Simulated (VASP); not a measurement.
# NiO (Fm-3m) in VASP: single point with PBE+U

Aim: the single point of NiO with PBE+U.

Everything below comes from runs of VASP 6.6.1. Logs are shortened: lines on timing, memory, paths and dates and some standing lists are left out, and cuts for length are marked.

## Step 1: The cell of the first run

The structure is cubic, space group Fm-3m (No. 225). The conventional cell has a = 4.172 Å, b = 4.172 Å, c = 4.172 Å, α = 90.00°, β = 90.00°, γ = 90.00°. Within 2.8 Å of Ni (site symmetry m-3m) lie 6 O at 2.09 Å. O (site symmetry m-3m) has 6 Ni at 2.09 Å within 2.8 Å.

## Step 2: Single point, PBE+U, collinear spin, ferromagnetic start

Input file INCAR:

```
SYSTEM = NiO
  PREC = Accurate
  ENCUT = 600
  EDIFF = 1E-6
  ISMEAR = 1
  SIGMA = 0.1
  LREAL = .False.
  LASPH = .True.
  NELM = 200
  ALGO = Normal
  ISIF = 2
  LWAVE = .False.
  LCHARG = .True.
  ISPIN = 2
  MAGMOM = 1.5 0
  LORBIT = 11
  LMAXMIX = 4
  LDAU = .True.
  LDAUTYPE = 2
  LDAUL = 2 -1
  LDAUU = 3.5 0
  LDAUJ = 0 0
  LDAUPRINT = 1
  GGA = PE
  LELF = .True.
  LVHAR = .True.
  NBANDS = 19
  GGA_COMPAT = .False.
```

Input file KPOINTS:

```
Automatic mesh
0
Gamma
  9 9 9
  0 0 0
```

Input file POSCAR:

```
NiO
1.0
    0.0000000000      2.0859015000      2.0859015000
    2.0859015000      0.0000000000      2.0859015000
    2.0859015000      2.0859015000      0.0000000000
Ni O
1 1
Direct
    0.0000000000      0.0000000000      0.0000000000
    0.5000000000      0.5000000000      0.5000000000
```

Potentials or basis: VASP PAW PBE potentials, release 64 (Ni, O).

Launch:

```
$ cat potpaw_PBE.64/Ni/POTCAR potpaw_PBE.64/O/POTCAR > POTCAR
$ mpirun -np 1 vasp_std > vasp.out
```

OUTCAR:

```text
SYSTEM = NiO
   PREC = Accurate
   ENCUT = 600
   EDIFF = 1E-6
   ISMEAR = 1
   LREAL = .False.
   LASPH = .True.
   NELM = 200
   ISIF = 2
   ISPIN = 2
   LORBIT = 11
   GGA = PE

 ion  position               nearest neighbor table
   1  0.000  0.000  0.000-   2 2.09   2 2.09   2 2.09   2 2.09   2 2.09   2 2.09
   2  0.500  0.500  0.500-   1 2.09   1 2.09   1 2.09   1 2.09   1 2.09   1 2.09

  LATTYP: Found a face centered cubic cell.
 ALAT       =     4.1718030000

  Lattice vectors:

 A1 = (   0.0000000000,   2.0859015000,   2.0859015000)
 A2 = (   2.0859015000,   0.0000000000,   2.0859015000)
 A3 = (   2.0859015000,   2.0859015000,   0.0000000000)

Analysis of symmetry for initial positions (statically):
=====================================================================
 Subroutine PRICEL returns:
 Original cell was already a primitive cell.

 Routine SETGRP: Setting up the symmetry group for a
 face centered cubic supercell.

 Subroutine GETGRP returns: Found 48 space group operations
 (whereof 48 operations were pure point group operations)
 out of a pool of 48 trial point group operations.

The static configuration has the point symmetry O_h .

Analysis of symmetry for dynamics (positions and initial velocities):
=====================================================================
 Subroutine PRICEL returns:
 Original cell was already a primitive cell.

 Routine SETGRP: Setting up the symmetry group for a
 face centered cubic supercell.

 Subroutine GETGRP returns: Found 48 space group operations
 (whereof 48 operations were pure point group operations)
 out of a pool of 48 trial point group operations.

The dynamic configuration has the point symmetry O_h .

Analysis of structural, dynamic, and magnetic symmetry:
=====================================================================
 Subroutine PRICEL returns:
 Original cell was already a primitive cell.

[... 167 lines left out ...]
 -0.0000 -0.0000  0.0000 -0.0000  0.1751

 occupancies and eigenvectors

  o =  0.1751  v =  0.0000  0.0000  0.0000  0.0000  0.0000  0.0000 -0.0000 -0.0500  0.0000  0.9988      0.0000  0.0000  0.0000  0.0000  0.0000  0.0000  0.0000  0.0000  0.0000  0.0000
  o =  0.1751  v =  0.0000  0.0000  0.0000  0.0000  0.0000  0.0000  0.0000  0.9988  0.0000  0.0500      0.0000  0.0000  0.0000  0.0000  0.0000  0.0000  0.0000  0.0000  0.0000  0.0000
  o =  0.9726  v =  0.0000  0.0000  0.0000  0.0000  0.0000  0.0000  0.2226  0.0000 -0.9749  0.0000      0.0000  0.0000  0.0000  0.0000  0.0000  0.0000  0.0000  0.0000  0.0000  0.0000
  o =  0.9726  v =  0.0000  0.0000  0.0000  0.0000  0.0000  1.0000  0.0000  0.0000  0.0000  0.0000      0.0000  0.0000  0.0000  0.0000  0.0000  0.0000  0.0000  0.0000  0.0000  0.0000
  o =  0.9726  v =  0.0000  0.0000  0.0000  0.0000  0.0000  0.0000  0.9749 -0.0000  0.2226 -0.0000      0.0000  0.0000  0.0000  0.0000  0.0000  0.0000  0.0000  0.0000  0.0000  0.0000
  o =  0.9756  v =  1.0000  0.0000  0.0000  0.0000  0.0000  0.0000  0.0000  0.0000  0.0000  0.0000      0.0000  0.0000  0.0000  0.0000  0.0000  0.0000  0.0000  0.0000  0.0000  0.0000
  o =  0.9756  v =  0.0000 -0.9891  0.0000  0.1469  0.0000  0.0000  0.0000  0.0000  0.0000  0.0000      0.0000  0.0000  0.0000  0.0000  0.0000  0.0000  0.0000  0.0000  0.0000  0.0000
  o =  0.9756  v =  0.0000  0.1469  0.0000  0.9891  0.0000  0.0000  0.0000  0.0000  0.0000  0.0000      0.0000  0.0000  0.0000  0.0000  0.0000  0.0000  0.0000  0.0000  0.0000  0.0000
  o =  1.0245  v =  0.0000 -0.0000 -0.9998  0.0000  0.0176  0.0000  0.0000  0.0000  0.0000  0.0000      0.0000  0.0000  0.0000  0.0000  0.0000  0.0000  0.0000  0.0000  0.0000  0.0000
  o =  1.0245  v =  0.0000 -0.0000 -0.0176  0.0000 -0.9998  0.0000  0.0000  0.0000  0.0000  0.0000      0.0000  0.0000  0.0000  0.0000  0.0000  0.0000  0.0000  0.0000  0.0000  0.0000

 number of electron      16.0000001 magnetization       2.0000090

 Free energy of the ion-electron system (eV)
  ---------------------------------------------------
  ext. energy  EPLUGINS =         0.00000000
  ---------------------------------------------------
  free energy    TOTEN  =       -10.60232686 eV

  energy without entropy =      -10.60265903  energy(sigma->0) =      -10.60243758

 E-fermi :   7.3386     XC(G=0): -12.6765

 val. band max:        7.2822900869   @ k =   0.4444   0.0000   0.0000
 cond. band min:       8.4214241880   @ k =   0.0000   0.0000   0.0000
 fundamental gap:      1.1391341011
 Fermi energy:         7.3386173171

 spin component 1

 k-point     1 :       0.0000    0.0000    0.0000
  band No.  band energies     occupation
      1     -12.1820      1.00000
      2       2.4356      1.00000
      3       2.4357      1.00000
      4       3.3126      1.00000
      5       3.3126      1.00000
      6       3.3126      1.00000
[... 1049 lines left out ...]
     18      40.6382      0.00000
     19      43.2266      0.00000

 [... further k-points ...]
[... 5 lines left out ...]
  --------------------------------------------------------------------------------------
  -------------------------------------------------------------------------------------
  Total        0.6737352      0.6737352      0.6737352      0.0000000      0.0000000     -0.0000000
  in kB       59.4687000     59.4687000     59.4687000      0.0000000      0.0000000     -0.0000000
  external PRESSURE =      59.4687000 kB  Pullay stress =       0.0000000 kB

 VOLUME and BASIS-vectors are now :
 -----------------------------------------------------------------------------
  energy-cutoff  :      600.00
  volume of cell :       18.15
      direct lattice vectors                 reciprocal lattice vectors
     0.000000000  2.085901500  2.085901500    -0.239704511  0.239704511  0.239704511
     2.085901500  0.000000000  2.085901500     0.239704511 -0.239704511  0.239704511
     2.085901500  2.085901500  0.000000000     0.239704511  0.239704511 -0.239704511

 POSITION                                       TOTAL-FORCE (eV/Angst)
 -----------------------------------------------------------------------------------
      0.00000      0.00000      0.00000         0.000000      0.000000      0.000000
      2.08590      2.08590      2.08590        -0.000000     -0.000000      0.000000
 -----------------------------------------------------------------------------------
    total drift:                                0.000000     -0.000000     -0.000000

  FREE ENERGIE OF THE ION-ELECTRON SYSTEM (eV)
  ---------------------------------------------------
  free  energy   TOTEN  =       -10.6023268555 eV

  energy  without entropy=      -10.6026590256  energy(sigma->0) =      -10.60243758

 total charge

# of ion       s       p       d       tot
------------------------------------------
    1        0.342   0.422   8.218   8.982
    2        1.546   3.473   0.000   5.019
--------------------------------------------------
tot          1.888   3.895   8.218  14.001

 magnetization (x)

# of ion       s       p       d       tot
------------------------------------------
    1        0.011   0.014   1.707   1.732
    2        0.024   0.217   0.000   0.240
--------------------------------------------------
tot          0.035   0.231   1.707   1.973
```

stdout:

```text
POSCAR found type information on POSCAR NiO
 POSCAR found :  2 types and       2 ions
 scaLAPACK will be used
 LDA part: xc-table for (Slater+PW92), standard interpolation
 POSCAR, INCAR and KPOINTS ok, starting setup
 FFT: planning ... GRIDC
 FFT: planning ... GRID_SOFT
 FFT: planning ... GRID
 WAVECAR not read
 entering main loop
```

Wall time 25 s (1 thread of Intel Xeon 8259CL, shared host); peak memory 0.16 GiB.

What came out:

| Quantity | Value |
| --- | --- |
| Free energy | -10.6023 eV |
| Pressure | 5.9 GPa |
| Band gap on the k mesh | 1.14 eV (least direct gap 1.90 eV) |
| Net moment | 2.00 μB per cell |
| Site moments | Ni +1.73; O +0.24 μB |
| Valence electrons inside the program's atomic spheres | Ni 8.98; O 5.02 |

Levels at points of the mesh, in eV from the valence-band top:
Spin up:
| k point | band 5 | band 6 | band 7 | band 8 | band 9 | band 10 | band 11 | band 12 | band 13 | band 14 |
| --- | --- | --- | --- | --- | --- | --- | --- | --- | --- | --- |
| (0.00, 0.00, 0.00) | -3.97 | -3.97 | -2.02 | -2.02 | -2.02 | 2.30 | 18.51 | 18.51 | 18.51 | 18.58 |
Spin down:
| k point | band 3 | band 4 | band 5 | band 6 | band 7 | band 8 | band 9 | band 10 | band 11 | band 12 |
| --- | --- | --- | --- | --- | --- | --- | --- | --- | --- | --- |
| (0.00, 0.00, 0.00) | -3.01 | -3.01 | -1.55 | -1.55 | -1.55 | 1.14 | 1.14 | 2.67 | 18.51 | 18.76 |

Eigenvalues of the final occupation matrices:
| site | spin | trace | eigenvalues |
| --- | --- | --- | --- |
| site 1 d | 1 | 4.98 | 0.98 0.98 0.98 1.02 1.02 |
| site 1 d | 2 | 3.27 | 0.18 0.18 0.97 0.97 0.97 |

Caveat: the cell stands under pressure; an odd mesh through Γ misses points on the zone boundary, where band edges can lie; a cell with one magnetic atom can't hold antiferromagnetic order, which such compounds often take. The state reached can hang on the start; a lower one may exist.
